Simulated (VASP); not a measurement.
Wanted: the native input for a VASP 6.6.1 run.

* Task: single point
* Functional: PBE
* Potentials or basis: VASP PAW PBE potentials, release 64 (Ga_d, N)
* Cutoff: 520 eV
* k mesh: 8 × 8 × 8
* Occupations: gaussian, width 0.1 eV
* Spin: no spin polarisation
* Dipole correction: no
* Further INCAR settings: ALGO = Normal; EDIFF = 1e-06; NBANDS = 16

The structure of GaN lies in POSCAR:

```
GaN
1.0
    0.0000000000      2.1333703120      2.1333703120
    2.1333703120      0.0000000000      2.1333703120
    2.1333703120      2.1333703120      0.0000000000
Ga N
1 1
Direct
    0.5000000000      0.5000000000      0.5000000000
    0.0000000000      0.0000000000      0.0000000000
```

The input as run:

INCAR

```
  PREC = Accurate
  ENCUT = 520
  EDIFF = 1E-6
  ISMEAR = 0
  SIGMA = 0.1
  LREAL = F
  LASPH = T
  NELM = 100
  ALGO = Normal
  ISIF = 2
  LWAVE = F
  LCHARG = F
  GGA = PE
  NBANDS = 16
```

KPOINTS

```
regular mesh
0
Gamma
  8 8 8
```

Potentials or basis: VASP PAW PBE potentials, release 64 (Ga_d, N).

Run with:

```console
$ cat potpaw_PBE.64/Ga_d/POTCAR potpaw_PBE.64/N/POTCAR > POTCAR
$ mpirun -np 1 vasp_std > vasp.out
```

Results of the run:

```yaml
Pressure: 0.9 GPa
Band_gap_on_the_k_mesh: 0.43 eV, indirect (least direct gap 2.40 eV)
```

It took 5.2 s on 1 thread of Intel(R) Xeon(R) Platinum 8488C (Sapphire Rapids), on a shared host, peak memory 0.13 GiB.
